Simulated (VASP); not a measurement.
Runs of VASP 6.6.1 on Ir. The structure is that of space group P6_3/mmc (No. 194), or close to it. The cells are those of the table. 

| task | level | potentials or basis | cell | cutoff (eV) | second run | gap on the mesh (eV) | pressure (GPa) | relaxed volume (Å³/atom) |
| --- | --- | --- | --- | --- | --- | --- | --- | --- |
| single point | PBEsol | VASP PAW PBE potentials, release 64 (Ir_sv_GW) | a = 2.714, b = 2.714, c = 4.421 Å, angles 90.0, 90.0, 120.0°, 2 atoms | 500 | valence_matched | none | -3.2 | - |
| relaxation of cell and atoms | PBEsol+D3(BJ) | VASP PAW PBE potentials, release 64 (Ir) | relaxed from a = 2.751, b = 2.751, c = 4.462 Å, angles 90.0, 90.0, 120.0°, 2 atoms | 600 | - | none | 0.0 | (b) |
| relaxation of cell and atoms | PBEsol | VASP PAW PBE potentials, release 64 (Ir) | relaxed from a = 2.751, b = 2.751, c = 4.462 Å, angles 90.0, 90.0, 120.0°, 2 atoms | 600 | - | none | 0.0 | (a) |
| relaxation of cell and atoms | PBEsol+D3(BJ) | VASP PAW PBE potentials, release 64 (Ir_sv_GW) | relaxed from a = 2.751, b = 2.751, c = 4.462 Å, angles 90.0, 90.0, 120.0°, 2 atoms | 500 | valence_matched | none | 0.0 | 13.71 |
| single point | BLYP+D3(BJ) | VASP PAW PBE potentials, release 64 (Ir_sv_GW) | a = 2.737, b = 2.737, c = 4.450 Å, angles 90.0, 90.0, 120.0°, 2 atoms | 500 | valence_matched | none | -1.3 | - |

Alike in all rows: no spin polarisation; k mesh 12 × 12 × 7; smearing fermi-dirac 0.01 eV.

Q: Fill in the values left out.

A: (a) 14.14; (b) 13.85.

Caveats: the PAW data sets were made with another functional, which shifts forces and pressure a little; spin-orbit coupling is left out, which moves the levels of the heavy elements; pairwise dispersion overbinds metals, which lowers pressure and volume (some runs).

A k mesh can miss the band edges, and the runs leave out spin-orbit coupling on Ir.

A gap of «none» marks levels without a gap at the run's occupations.

The runs don't all hold the same shells in valence.
